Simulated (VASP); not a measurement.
A run of VASP 6.6.1 is set up as follows.

INCAR

```
SYSTEM = Pd
PREC = Accurate
ENCUT = 520
EDIFF = 1E-6
ISMEAR = -1
SIGMA = 0.1
LREAL = .FALSE.
LASPH = .TRUE.
NELM = 80
ALGO = Normal
ISIF = 2
LWAVE = .FALSE.
LCHARG = .FALSE.
GGA = CA
NBANDS = 11
```

File KPOINTS:

```
Automatic mesh
0
G
  10 10 10
  0 0 0
```

POSCAR

```
Pd
1.0
   -1.5722810000      1.5722810000      1.5722810000
    1.5722810000     -1.5722810000      1.5722810000
    1.5722810000      1.5722810000     -1.5722810000
Pd
1
Direct
    0.0000000000      0.0000000000      0.0000000000
```

Potentials or basis: VASP PAW LDA potentials, release 64 (Pd).

The run is started by

```sh
$ cat potpaw_LDA.64/Pd/POTCAR > POTCAR
$ mpirun -np 1 vasp_std > vasp.out
```

Problem. Estimate the band gap on the k mesh.

Solution. Zero (band 5 reaches 9.27 eV, above the bottom of band 6 at 7.84 eV).

Problem. What does it give for the pressure?

Solution. -14.7 GPa.
